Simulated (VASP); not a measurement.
# In (I4/mmm) in VASP: electric field gradients with PBEsol

Aim: the electric field gradients of In with PBEsol.

All numbers are computed with VASP 6.6.1; they aren't measurements. Logs are shortened: lines on timing, memory, paths and dates and some standing lists are left out, and cuts for length are marked.

**1. The cell of the first run**

The structure is tetragonal, space group I4/mmm (No. 139). Conventional cell: a = 3.251 Å, b = 3.251 Å, c = 4.947 Å, α = 90.00°, β = 90.00°, γ = 90.00°. Within 4.3 Å of In (site symmetry 4/mmm) lie 12 In at 3.25 to 3.38 Å.

**2. Electric field gradients, PBEsol**

INCAR reads:

```
SYSTEM = In
ALGO = Normal
EDIFF = 1E-8
ENCUT = 520
GGA = PS
ISIF = 2
ISMEAR = -1
LASPH = .TRUE.
LCHARG = .FALSE.
LEFG = .TRUE.
LREAL = .FALSE.
LWAVE = .FALSE.
NBANDS = 62
NELM = 80
PREC = Accurate
SIGMA = 0.05
```

KPOINTS reads:

```
k-points
0
G
  3 3 3
  0 0 0
```

POSCAR reads:

```
In
1.0
   -3.2509400000      3.2509400000      4.9474000000
    3.2509400000     -3.2509400000      4.9474000000
    3.2509400000      3.2509400000     -4.9474000000
In
8
Direct
    0.0000000000      0.0000000000      0.0000000000
    0.0000000000      0.0000000000      0.5000000000
    0.0000000000      0.5000000000      0.0000000000
    0.0000000000      0.5000000000      0.5000000000
    0.5000000000      0.0000000000      0.0000000000
    0.5000000000      0.0000000000      0.5000000000
    0.5000000000      0.5000000000      0.0000000000
    0.5000000000      0.5000000000      0.5000000000
```

Potentials or basis: VASP PAW PBE potentials, release 64 (In_d).

The run is started by

```console
$ cat potpaw_PBE.64/In_d/POTCAR > POTCAR
$ mpirun -np 1 vasp_std > vasp.out
```

OUTCAR:

```text
SYSTEM = In
   EDIFF = 1E-8
   ENCUT = 520
   GGA = PS
   ISIF = 2
   ISMEAR = -1
   LASPH = .TRUE.
   LREAL = .FALSE.
   NELM = 80
   PREC = Accurate

 ion  position               nearest neighbor table
   1  0.000  0.000  0.000-   4 3.25   6 3.25   4 3.25   6 3.25   3 3.38   8 3.38   2 3.38   3 3.38
                             2 3.38   5 3.38   5 3.38   8 3.38
   2  0.000  0.000  0.500-   3 3.25   5 3.25   3 3.25   5 3.25   6 3.38   7 3.38   1 3.38   4 3.38
                             4 3.38   6 3.38   1 3.38   7 3.38
   3  0.000  0.500  0.000-   2 3.25   8 3.25   2 3.25   8 3.25   7 3.38   1 3.38   4 3.38   1 3.38
                             4 3.38   7 3.38   6 3.38   6 3.38
   4  0.000  0.500  0.500-   1 3.25   7 3.25   1 3.25   7 3.25   2 3.38   8 3.38   3 3.38   2 3.38
                             3 3.38   8 3.38   5 3.38   5 3.38
   5  0.500  0.000  0.000-   2 3.25   8 3.25   8 3.25   2 3.25   7 3.38   1 3.38   6 3.38   7 3.38
                             4 3.38   1 3.38   6 3.38   4 3.38
   6  0.500  0.000  0.500-   1 3.25   7 3.25   7 3.25   1 3.25   2 3.38   8 3.38   5 3.38   8 3.38
                             3 3.38   2 3.38   5 3.38   3 3.38
   7  0.500  0.500  0.000-   4 3.25   6 3.25   6 3.25   4 3.25   3 3.38   8 3.38   8 3.38   5 3.38
                             2 3.38   3 3.38   5 3.38   2 3.38
   8  0.500  0.500  0.500-   3 3.25   5 3.25   5 3.25   3 3.25   6 3.38   7 3.38   7 3.38   6 3.38
                             4 3.38   4 3.38   1 3.38   1 3.38
[... 7 lines left out ...]
 A1 = (  -3.2509400000,   3.2509400000,   4.9474000000)
 A2 = (   3.2509400000,  -3.2509400000,   4.9474000000)
 A3 = (   3.2509400000,   3.2509400000,  -4.9474000000)

Analysis of symmetry for initial positions (statically):
=====================================================================
 Subroutine PRICEL returns following result:

  LATTYP: Found a body centered tetragonal cell.
 ALAT       =     3.2509400000
 C/A-ratio  =     1.5218367611

  Lattice vectors:

 A1 = (  -1.6254700000,   1.6254700000,   2.4737000000)
 A2 = (   1.6254700000,  -1.6254700000,   2.4737000000)
 A3 = (   1.6254700000,   1.6254700000,  -2.4737000000)

   8 primitive cells build up your supercell.

 Routine SETGRP: Setting up the symmetry group for a
 body centered tetragonal supercell.

 Subroutine GETGRP returns: Found 16 space group operations
 (whereof 16 operations were pure point group operations)
 out of a pool of 16 trial point group operations.

The static configuration has the point symmetry D_4h.

Analysis of symmetry for dynamics (positions and initial velocities):
=====================================================================
 Subroutine PRICEL returns following result:

  LATTYP: Found a body centered tetragonal cell.
 ALAT       =     3.2509400000
 C/A-ratio  =     1.5218367611

  Lattice vectors:

 A1 = (  -1.6254700000,   1.6254700000,   2.4737000000)
 A2 = (   1.6254700000,  -1.6254700000,   2.4737000000)
 A3 = (   1.6254700000,   1.6254700000,  -2.4737000000)

   8 primitive cells build up your supercell.

 Routine SETGRP: Setting up the symmetry group for a
 body centered tetragonal supercell.

 Subroutine GETGRP returns: Found 16 space group operations
 (whereof 16 operations were pure point group operations)
 out of a pool of 16 trial point group operations.

The dynamic configuration has the point symmetry D_4h.

 Subroutine INISYM returns: Found 16 space group operations
 (whereof 16 operations are pure point group operations),
 and found     8 'primitive' translations

----------------------------------------------------------------------------------------

                                     Primitive cell

  volume of cell :      26.1436

  direct lattice vectors                    reciprocal lattice vectors
    -1.625470000  1.625470000  2.473700000     0.000000000  0.307603339  0.202126369
     1.625470000 -1.625470000  2.473700000     0.307603339  0.000000000  0.202126369
     1.625470000  1.625470000 -2.473700000     0.307603339  0.307603339  0.000000000

  length of vectors
     3.376906444  3.376906444  3.376906444     0.368069129  0.368069129  0.435016814
[... 68 lines left out ...]
   POTIM  = 0.5000    time-step for ionic-motion
   TEBEG  =    0.0;   TEEND  =   0.0 temperature during run
   PSTRESS=    0.0 pullay stress
   NELECT =     104.0000    total number of electrons
   NUPDOWN=      -1.0000    fix difference up-down
   EMIN   =  10.00;   EMAX   =-10.00  energy-range for DOS
   EFERMI =   0.00;   METHOD = LEGACY
   ISMEAR =    -1;   SIGMA  =   0.05  broadening in eV -4-tet -1-fermi 0-gaus
   EFERMI_NEDOS =   21; number of points for ismear=-14 and -15
   IALGO  =     38    algorithm
   IMIX   =      4    mixing-type and parameters
     AMIX     =   0.40;   BMIX     =  1.00
     AMIX_MAG =   1.60;   BMIX_MAG =  1.00
  volume/ion in A,a.u.               =      26.14       176.43
  Fermi-wavevector in a.u.,A,eV,Ry     =   1.296983  2.450943 22.887245  1.682165
  Thomas-Fermi vector in A             =   2.428405
   LORBIT       =      0    0 simple, 1 ext, 2 COOP (PROOUT), +10 PAW based schemes
   GGA     = PS    functional components
   LHFCALC =     F    Hartree Fock is set to
   AEXX    =    0.0000 exact exchange contribution
   IVDW    =     0    specifies the selected vdW correction
   LEPSILON=     F    determine dielectric tensor
   LRPA    =     F    only Hartree local field effects (RPA)
 non-spin polarized calculation
  energy-cutoff  :      520.00
  volume of cell :      209.15
 maximum number of plane-waves:      5653
 NGX is ok and might be reduce to    50
   NGX = 25   NGY = 25   NGZ = 25

 number of electron     103.9999942 magnetization

 Free energy of the ion-electron system (eV)
  ---------------------------------------------------
  ext. energy  EPLUGINS =         0.00000000
  ---------------------------------------------------
  free energy    TOTEN  =       -24.10251144 eV

  energy without entropy =      -24.06126177  energy(sigma->0) =      -24.08188660

 E-fermi :   7.2507     XC(G=0): -10.4112

 val. band max:        7.1931236096   @ k =   0.3333   0.0000   0.0000
 cond. band min:       7.2716945109   @ k =   0.3333   0.3333   0.0000
 fundamental gap:      0.0785709013
 Fermi energy:         7.2506997972

 k-point     1 :       0.0000    0.0000    0.0000
  band No.  band energies     occupation
      1      -7.4439      2.00000
      2      -7.3967      2.00000
      3      -7.3967      2.00000
      4      -7.3251      2.00000
      5      -7.3251      2.00000
      6      -7.3165      2.00000
[... 379 lines left out ...]
     61      10.9221      0.00000
     62      10.9221      0.00000

------------------------ aborting loop because EDIFF is reached ----------------------------------------

  FORCE on cell =-STRESS in cart. coord.  units (eV):
  Direction    XX          YY          ZZ          XY          YZ          ZX
  --------------------------------------------------------------------------------------
  -------------------------------------------------------------------------------------
  Total       -2.2345623     -2.2345623     -1.2375500      0.0000000      0.0000000      0.0000000
  in kB      -17.1178072    -17.1178072     -9.4802198      0.0000000      0.0000000      0.0000000
  external PRESSURE =     -14.5719447 kB  Pullay stress =       0.0000000 kB

 VOLUME and BASIS-vectors are now :
 -----------------------------------------------------------------------------
  energy-cutoff  :      520.00
  volume of cell :      209.15
      direct lattice vectors                 reciprocal lattice vectors
    -3.250940000  3.250940000  4.947400000     0.000000000  0.153801670  0.101063185
     3.250940000 -3.250940000  4.947400000     0.153801670  0.000000000  0.101063185
     3.250940000  3.250940000 -4.947400000     0.153801670  0.153801670  0.000000000

 POSITION                                       TOTAL-FORCE (eV/Angst)
 -----------------------------------------------------------------------------------
      0.00000      0.00000      0.00000         0.000000     -0.000000     -0.000000
      1.62547      1.62547     -2.47370         0.000000     -0.000000      0.000000
      1.62547     -1.62547      2.47370        -0.000000     -0.000000      0.000000
      3.25094      0.00000      0.00000         0.000000      0.000000      0.000000
     -1.62547      1.62547      2.47370        -0.000000      0.000000     -0.000000
      0.00000      3.25094      0.00000         0.000000     -0.000000      0.000000
      0.00000      0.00000      4.94740        -0.000000      0.000000     -0.000000
      1.62547      1.62547      2.47370        -0.000000      0.000000      0.000000
 -----------------------------------------------------------------------------------
    total drift:                                0.000000     -0.000000      0.000000

  FREE ENERGIE OF THE ION-ELECTRON SYSTEM (eV)
  ---------------------------------------------------
  free  energy   TOTEN  =       -24.1025114424 eV

  energy  without entropy=      -24.0612617661  energy(sigma->0) =      -24.08188660

 Electric field gradients (V/A^2)
---------------------------------------------------------------------
 ion       V_xx      V_yy      V_zz      V_xy      V_xz      V_yz
---------------------------------------------------------------------
   1      -4.307    -4.307     8.614    -0.001     0.000     0.000
   2      -4.307    -4.307     8.614    -0.001     0.000     0.000
   3      -4.307    -4.307     8.614    -0.001     0.000     0.000
   4      -4.307    -4.307     8.614    -0.001     0.000     0.000
   5      -4.307    -4.307     8.614    -0.001     0.000     0.000
   6      -4.307    -4.307     8.614    -0.001     0.000     0.000
   7      -4.307    -4.307     8.614    -0.001     0.000     0.000
   8      -4.307    -4.307     8.614    -0.001     0.000     0.000
---------------------------------------------------------------------

 Electric field gradients after diagonalization (V/A^2)
 (convention: |V_zz| > |V_xx| > |V_yy|)
----------------------------------------------------------------------
 ion       V_xx      V_yy      V_zz     asymmetry (V_yy - V_xx)/ V_zz
----------------------------------------------------------------------
   1      -4.308    -4.306     8.614       0.000
   2      -4.308    -4.306     8.614       0.000
   3      -4.308    -4.306     8.614       0.000
   4      -4.308    -4.306     8.614       0.000
   5      -4.308    -4.306     8.614       0.000
   6      -4.308    -4.306     8.614       0.000
   7      -4.308    -4.306     8.614       0.000
   8      -4.308    -4.306     8.614       0.000
----------------------------------------------------------------------

           NMR quadrupolar parameters

 Cq : quadrupolar parameter    Cq=e*Q*V_zz/h
 eta: asymmetry parameters     (V_yy - V_xx)/ V_zz
 Q  : nuclear electric quadrupole moment in mb (millibarn)
----------------------------------------------------------------------
 ion       Cq(MHz)       eta       Q (mb)
----------------------------------------------------------------------
   1       0.021       0.000       1.000
   2       0.021       0.000       1.000
   3       0.021       0.000       1.000
   4       0.021       0.000       1.000
   5       0.021       0.000       1.000
   6       0.021       0.000       1.000
   7       0.021       0.000       1.000
   8       0.021       0.000       1.000
----------------------------------------------------------------------
```

It took 2.3 min on 1 thread of AMD EPYC 7R13, shared host; peak memory 0.32 GiB.

Results:

| Item | Value |
| --- | --- |
| Free energy | -24.1025 eV |
| Pressure | -1.5 GPa |
| Band gap on the k mesh | zero (bands 52 and 53 overlap by 2.25 eV) |
| Largest electric field gradient by atom | In +8.6 V/Å² |

Electric field gradients, principal values (V/Å²):
```
atom   least  middle  greatest (by size)
1 In  -4.306  -4.308               8.614
2 In  -4.306  -4.308               8.614
3 In  -4.306  -4.308               8.614
4 In  -4.306  -4.308               8.614
5 In  -4.306  -4.308               8.614
6 In  -4.306  -4.308               8.614
7 In  -4.306  -4.308               8.614
8 In  -4.306  -4.308               8.614
```

Caveat: the k points lie up to 0.39 Å⁻¹ apart, too coarse for converged energies and pressures of a metal; without QUAD_EFG the Cq values of the log hold for a quadrupole moment of 1 mb, not for the nuclei; the PAW data sets were made with another functional, which shifts forces and pressure a little; spin-orbit coupling is left out, which moves the levels of the heavy elements.

The gap in the log of VASP goes by the Fermi energy; the results here count the filled bands.